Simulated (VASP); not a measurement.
Write the native input for VASP 6.6.1 that does the following.

```yaml
Task: relaxation of shape and atoms at fixed volume
Functional: r2SCAN
Potentials_or_basis: VASP PAW PBE potentials, release 64 (C)
Cutoff: 600 eV
k_mesh: 10 × 10 × 4
Occupations: gaussian, width 0.05 eV
Spin: no spin polarisation
Dipole_correction: no
Further_INCAR_settings: ALGO = Normal; EDIFF = 1e-06; IBRION = 2; EDIFFG = -0.04; NSW = 60; ISIF = 4
```

C:

```xyz
4
Lattice="2.4164 0.0000 0.0000 -1.2082 2.0927 0.0000 0.0000 0.0000 8.0749" Properties=species:S:1:pos:R:3 pbc="T T T"
C     0.0000    0.0000    2.0187
C     0.0000    0.0000    6.0561
C     0.0000    1.3951    2.0187
C     1.2082    0.6976    6.0561
```

One way to write it, as run:

POSCAR

```
C
1.0
    2.4163946296      0.0000000000      0.0000000000
   -1.2081973148      2.0926591348      0.0000000000
    0.0000000000      0.0000000000      8.0748651145
C
4
Direct
    0.0000000000      0.0000000000      0.2500000000
    0.0000000000      0.0000000000      0.7500000000
    0.3333333333      0.6666666667      0.2500000000
    0.6666666667      0.3333333333      0.7500000000
```

INCAR.step1

```
SYSTEM = C
ALGO = Normal
EDIFF = 1E-4
ENCUT = 600
GGA = PE
ISMEAR = 0
LASPH = .TRUE.
LCHARG = .FALSE.
LREAL = .FALSE.
LWAVE = .TRUE.
NELM = 100
PREC = Accurate
SIGMA = 0.05
```

INCAR.step2

```
SYSTEM = C
ALGO = Normal
EDIFF = 1E-6
EDIFFG = -0.04
ENCUT = 600
IBRION = 2
ISIF = 4
ISMEAR = 0
ISTART = 1
LASPH = .TRUE.
LCHARG = .FALSE.
LMIXTAU = .TRUE.
LREAL = .FALSE.
LWAVE = .FALSE.
METAGGA = R2SCAN
NELM = 100
NSW = 60
PREC = Accurate
SIGMA = 0.05
```

KPOINTS

```
k-points
0
G
  10 10 4
  0 0 0
```

Potentials or basis: VASP PAW PBE potentials, release 64 (C).

Command:

```bash
$ cat potpaw_PBE.64/C/POTCAR > POTCAR
$ cp INCAR.step1 INCAR
$ mpirun -np 1 vasp_std > vasp.out
$ cp INCAR.step2 INCAR
$ mpirun -np 1 vasp_std > vasp.out
```

Results of the run:

```
Energy gained by relaxing : 22.9 meV/atom
Ionic steps               : 3
Pressure after relaxing   : -1.3 GPa
Band gap on the k mesh    : 1.83 eV, direct
```

Caveat: the PAW data sets were made with another functional, which shifts forces and pressure a little.

It took 2.4 min on 1 thread of Intel(R) Xeon(R) Platinum 8559C (Emerald Rapids), with other jobs on the host, peak memory 0.17 GiB.
